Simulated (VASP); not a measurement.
Runs of VASP 6.6.1 on TePb (rocksalt type). The structure is that of space group Fm-3m (No. 225), or close to it. The cells are those of the table. 

```csv
task,cell,k mesh for the DOS,occupations for the DOS,pressure (GPa)
single point,"a = 4.549 Å, angles 60.0°, 2 atoms",-,-,2.7
single point,"a = 3.805 Å, angles 60.0°, 2 atoms",-,-,(b)
single point,"a = 4.311 Å, angles 60.0°, 2 atoms",-,-,14.2
single point,"a = 4.644 Å, angles 60.0°, 2 atoms",-,-,(a)
single point,"a = 4.002 Å, angles 60.0°, 2 atoms",-,-,46.8
single point,"a = 4.450 Å, angles 60.0°, 2 atoms",-,-,6.6
single point,"a = 4.162 Å, angles 60.0°, 2 atoms",-,-,26.5
```

Alike in all rows: level PBE; potentials or basis VASP PAW PBE potentials, release 64 (Pb_d, Te); no spin polarisation; k mesh 11 × 11 × 11; cutoff (eV) 520; smearing fermi-dirac 0.1 eV.

Estimate the missing entries.

(a) 0.0; (b) 87.6.
